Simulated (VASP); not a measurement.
C: single point with PBEsol

The system is C.

```
C
1.0
    -2.45891    0.00000    0.00000
    -1.22946   -2.12948    0.00000
    -0.20491   -0.35491   10.79430
C
6
Direct
  0.66667 0.63890 0.16662
  0.00000 0.86112 0.83329
  0.33333 0.25001 0.49996
  0.66667 0.52778 0.83334
  0.00000 0.91666 0.50001
  0.33333 0.30555 0.16668
```

- Program: VASP 6.6.1
- Task: single point
- Functional: PBEsol
- Potentials or basis: VASP PAW PBE potentials, release 64 (C)
- Cutoff: 520 eV
- k mesh: 15 × 15 × 3, shifted
- Occupations: gaussian, width 0.05 eV
- Spin: no spin polarisation

```
Pressure      : 0.7 GPa
Largest force : 0.009 eV/Å
```

Forces in eV/Å, atoms in the order of the input:
```
C    0.003  0.003  0.008
C   -0.002  0.000  0.003
C    0.000  0.000  0.004
C   -0.003 -0.003 -0.008
C    0.000  0.000 -0.004
C    0.002  0.000 -0.003
```

Stress tensor (GPa, compression positive):
```
0.94 0.01 0.07
0.01 0.91 0.03
0.07 0.03 0.12
```

It took 4 min on 1 thread of AMD EPYC 9R45 (Zen 5), with other jobs on the host, peak memory 0.56 GiB.

Caveat: this functional lacks dispersion, which binds the layers, so the pressure and a relaxed spacing across them are unreliable; the PAW data sets were made with another functional, which shifts forces and pressure a little.
